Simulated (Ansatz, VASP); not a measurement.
One calculation of CaS, two programs

The input POSCAR:

```
CaS
1.0
    0.0000000000      2.8479451031      2.8479451031
    2.8479451031      0.0000000000      2.8479451031
    2.8479451031      2.8479451031      0.0000000000
Ca S
1 1
Direct
    0.0000000000      0.0000000000      0.0000000000
    0.5000000000      0.5000000000      0.5000000000
```

INCAR.step1

```
SYSTEM = CaS
PREC = Accurate
ENCUT = 400
EDIFF = 1E-5
ISMEAR = 0
SIGMA = 0.01
LREAL = .FALSE.
LASPH = .TRUE.
NELM = 120
ALGO = Normal
ISIF = 2
LWAVE = .TRUE.
LCHARG = .FALSE.
GGA = PE
NBANDS = 15
GGA_COMPAT = .FALSE.
```

INCAR.step2

```
SYSTEM = CaS
PREC = Accurate
ENCUT = 400
EDIFF = 1E-6
ISMEAR = 0
SIGMA = 0.01
LREAL = .FALSE.
LASPH = .TRUE.
NELM = 120
ALGO = Normal
ISIF = 2
LWAVE = .FALSE.
LCHARG = .FALSE.
GGA = PE
LHFCALC = .TRUE.
AEXX = 0.5
HFSCREEN = 0.2078
PRECFOCK = Normal
ISTART = 1
NBANDS = 15
GGA_COMPAT = .FALSE.
```

KPOINTS

```
Automatic mesh
0
G
  4 4 4
  0 0 0
```

Input for Ansatz:

```yaml
crystal:
  lattice:
    - [0.0, 2.8479451031, 2.8479451031]
    - [2.8479451031, 0.0, 2.8479451031]
    - [2.8479451031, 2.8479451031, 0.0]
  atoms:
    - { symbol: Ca, position: [0.0, 0.0, 0.0] }
    - { symbol: S, position: [0.5, 0.5, 0.5] }
kpoints:
  mp_grid: { grid: [4, 4, 4] }
hamiltonian:
  xc:
    exchange: pbe
    correlation: pbe
    exx: { coeff: 0.5, omega: 0.2078 }
scf:
  occupations: { method: fixed }
  n_extra_bands: 4
output:
  forces: true
  stress: true
  eigenvalues: true
```

Alike in both runs: task single point; functional PBE-based screened hybrid; k mesh 4 × 4 × 4; no spin polarisation.

```csv
,VASP,Ansatz
version,VASP 6.6.1,Ansatz 0.2.0
potentials or method,"VASP PAW PBE potentials, release 64 (Ca_sv, S)",plane waves
plane-wave cutoff (eV),400,420
occupations,"gaussian, width 0.01 eV",fixed
valence electrons in the cell,16,16
```

|  | VASP | Ansatz | Ansatz less VASP |
| --- | --- | --- | --- |
| gap on the k mesh at the Fermi level (eV) | 4.50 | 4.51 | +0.009 |
| pressure (GPa) | -0.1 | -0.3 | -0.18 |

VASP's potentials were made for PBE, not for PBE-based screened hybrid. Ansatz's warnings: stress exchange threshold loose, stress scf threshold loose.

The k mesh is coarse, so the values compare programs but aren't converged.
